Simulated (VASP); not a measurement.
A run of VASP 6.6.1 is set up as follows.

File INCAR:

```
SYSTEM = TiSn3O8
ALGO     = Normal         ! electronic algorithm
EDIFF    = 1E-7           ! SCF threshold, eV
ENCUT    = 520            ! plane-wave cutoff, eV
GGA      = PS             ! functional
ISIF     = 2              ! what is computed and relaxed
ISMEAR   = -1             ! smearing method
LASPH    = .TRUE.         ! aspherical terms in the spheres
LCHARG   = .FALSE.        ! write CHGCAR
LREAL    = .FALSE.        ! projectors in reciprocal space
LWAVE    = .FALSE.        ! write WAVECAR
NBANDS   = 63             ! bands
NELM     = 100            ! most SCF steps
PREC     = Accurate       ! precision mode
SIGMA    = 0.05           ! smearing width, eV
```

File KPOINTS:

```
Automatic mesh
0
Gamma
  2 2 2
  0.5 0.5 0.5
```

File POSCAR:

```
TiSn3O8
1.0
    4.7246380000      0.0000000000      0.0000000000
    0.0000000000      4.7246380000      0.0000000000
    0.0000000000      0.0000000000      6.2875870000
Sn Ti O
3 1 8
Direct
    0.9595180000      0.9921240000      0.9778080000
    0.9994210000      0.9903340000      0.5003940000
    0.4770610000      0.4825070000      0.2487720000
    0.5055180000      0.4594070000      0.7358920000
    0.3163440000      0.2665430000      0.9759960000
    0.3001640000      0.3240780000      0.5316130000
    0.6966490000      0.7324390000      0.9715370000
    0.6930920000      0.6984380000      0.4850790000
    0.1463230000      0.8233390000      0.2193530000
    0.2442370000      0.8106230000      0.7411380000
    0.8202890000      0.2132740000      0.2353220000
    0.7978630000      0.1903510000      0.7423650000
```

Potentials or basis: VASP PAW PBE potentials, release 64 (Sn_d, Ti_sv, O).

Launch:

```bash
$ cat potpaw_PBE.64/Sn_d/POTCAR potpaw_PBE.64/Ti_sv/POTCAR potpaw_PBE.64/O/POTCAR > POTCAR
$ mpirun -np 1 vasp_std > vasp.out
```

(1) Estimate the band gap on the k mesh.

(2) Estimate the largest force.

(3) What does it give for the pressure?

Results:

(1) 2.23 eV, indirect (least direct gap 2.31 eV).

(2) 9.687 eV/Å.

(3) 9.0 GPa.

Caveat: the k points lie up to 0.66 Å⁻¹ apart; the PAW data sets were made with another functional, which shifts forces and pressure a little; spin-orbit coupling is left out, which moves the levels of the heavy elements.
